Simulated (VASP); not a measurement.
Input of a VASP 6.6.1 run:

The input POSCAR:

```
CoO
1.0
    3.1323693509      0.0000000000      0.0000000000
   -1.5661846755      2.7127114320      0.0000000000
    0.0000000000      0.0000000000      5.1219713984
Co O
2 2
Direct
    0.3333333333      0.6666666667      0.5033624100
    0.0000000000      0.0000000000      0.0034741400
    0.3333333333      0.6666666667      0.8715556000
    0.0000000000      0.0000000000      0.3716088500
```

File INCAR.step1:

```
SYSTEM = CoO
PREC = Accurate ; ENCUT = 520
ISMEAR = -1 ; SIGMA = 0.05
LREAL = .False. ; LASPH = .True.
NELM = 150 ; ISPIN = 2
MAGMOM = 2 2 0 0 ; LMAXMIX = 4
NBANDS = 27 ; GGA = PE
ALGO = Normal ; EDIFF = 1E-4
LWAVE = .True. ; LCHARG = .False.
```

The input INCAR.step2:

```
SYSTEM = CoO
PREC = Accurate ; ENCUT = 520
EDIFF = 1E-7 ; ISMEAR = -1
SIGMA = 0.05 ; LREAL = .False.
LASPH = .True. ; NELM = 150
ALGO = Normal ; ISIF = 2
LWAVE = .False. ; LCHARG = .False.
ISPIN = 2 ; MAGMOM = 2 2 0 0
LORBIT = 11 ; LMAXMIX = 4
METAGGA = R2SCAN ; LMIXTAU = .True.
NBANDS = 27 ; ISTART = 1
```

File KPOINTS:

```
regular mesh
0
Gamma
  10 10 5
  0 0 0
```

Potentials or basis: VASP PAW PBE potentials, release 64 (Co, O).

The run is started by

```sh
$ cat potpaw_PBE.64/Co/POTCAR potpaw_PBE.64/O/POTCAR > POTCAR
$ cp INCAR.step1 INCAR
$ mpirun -np 1 vasp_std > vasp.out
$ cp INCAR.step2 INCAR
$ mpirun -np 1 vasp_std > vasp.out
```

(1) Predict the net moment.

(2) Predict the site moments.

Results:

(1) 6.00 μB per cell.

(2) Co +2.62; O +0.28 μB.
